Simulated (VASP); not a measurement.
Wanted: the native input for a VASP 6.6.1 run.

| Quantity | Value |
| --- | --- |
| Task | single point |
| Functional | PBE |
| Potentials or basis | VASP PAW PBE potentials, release 64 (Sn_d, Te) |
| Cutoff | 520 eV |
| k mesh | 8 × 8 × 8 |
| Occupations | fermi-dirac, width 0.02 eV |
| Spin | no spin polarisation |
| Dipole correction | no |
| Further INCAR settings | ALGO = Normal; EDIFF = 1e-06; NBANDS = 17 |

The structure of SnTe lies in POSCAR:

```
SnTe
1.0
    0.0000000000      3.1893303446      3.1893303446
    3.1893303446      0.0000000000      3.1893303446
    3.1893303446      3.1893303446      0.0000000000
Sn Te
1 1
Direct
    0.0000000000      0.0000000000      0.0000000000
    0.5000000000      0.5000000000      0.5000000000
```

These files were run (other wordings do the same):

INCAR

```
SYSTEM = SnTe
PREC     = Accurate       ! precision mode
ENCUT    = 520            ! plane-wave cutoff, eV
EDIFF    = 1E-6           ! SCF threshold, eV
ISMEAR   = -1             ! smearing method
SIGMA    = 0.02           ! smearing width, eV
LREAL    = .FALSE.        ! projectors in reciprocal space
LASPH    = .TRUE.         ! aspherical terms in the spheres
NELM     = 80             ! most SCF steps
ALGO     = Normal         ! electronic algorithm
ISIF     = 2              ! what is computed and relaxed
LWAVE    = .FALSE.        ! write WAVECAR
LCHARG   = .TRUE.         ! write CHGCAR
GGA      = PE             ! functional
LELF     = .TRUE.         ! ELF
LVHAR    = .TRUE.       
NBANDS   = 17             ! bands
```

KPOINTS

```
regular mesh
0
G
  8 8 8
  0 0 0
```

Potentials or basis: VASP PAW PBE potentials, release 64 (Sn_d, Te).

Command:

```console
$ cat potpaw_PBE.64/Sn_d/POTCAR potpaw_PBE.64/Te/POTCAR > POTCAR
$ mpirun -np 1 vasp_std > vasp.out
```

It gave:

* Pressure: 0.6 GPa
* Band gap on the k mesh: 0.01 eV, direct

Caveat: spin-orbit coupling is left out, which moves the levels of the heavy elements.

It took 33 s on 1 thread of Intel Xeon 6975P-C, with other jobs on the host, peak memory 0.22 GiB.
